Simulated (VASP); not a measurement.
Mg3SiO, 5 atoms in the cell. The structure is cubic, space group Pm-3m (No. 221). The conventional cell has a = 4.221 Å, b = 4.221 Å, c = 4.221 Å, α = 90.00°, β = 90.00°, γ = 90.00°. Si (site symmetry m-3m) has 12 Mg at 2.98 Å and 8 O at 3.66 Å within 3.9 Å. O (site symmetry m-3m) has 6 Mg at 2.11 Å within 2.8 Å. Within 2.8 Å of Mg (site symmetry 4/mmm) lie 2 O at 2.11 Å. 

```yaml
Program: VASP 6.6.1
Task: single point
Functional: PBE
Potentials_or_basis: VASP PAW PBE potentials, release 64 (Si, O, Mg)
Cutoff: 520 eV
k_mesh: 6 × 6 × 6
Occupations: fermi-dirac, width 0.02 eV
Spin: no spin polarisation
Dipole_correction: no
Further_INCAR_settings: ALGO = Normal; EDIFF = 1e-06; NBANDS = 16
```

Potentials or basis: VASP PAW PBE potentials, release 64 (Si, O, Mg).

Run with:

```sh
$ cat potpaw_PBE.64/Si/POTCAR potpaw_PBE.64/O/POTCAR potpaw_PBE.64/Mg/POTCAR > POTCAR
$ mpirun -np 1 vasp_std > vasp.out
```

Hardware: 1 thread of Intel(R) Xeon(R) 6975P-C (Granite Rapids) (shared host).

Q: Estimate the wall time of this run.

A: Wall time 11 s on 1 thread of Intel(R) Xeon(R) 6975P-C (Granite Rapids), with other jobs on the host, peak memory 0.18 GiB. Counts: scf iterations 17, k points 20.
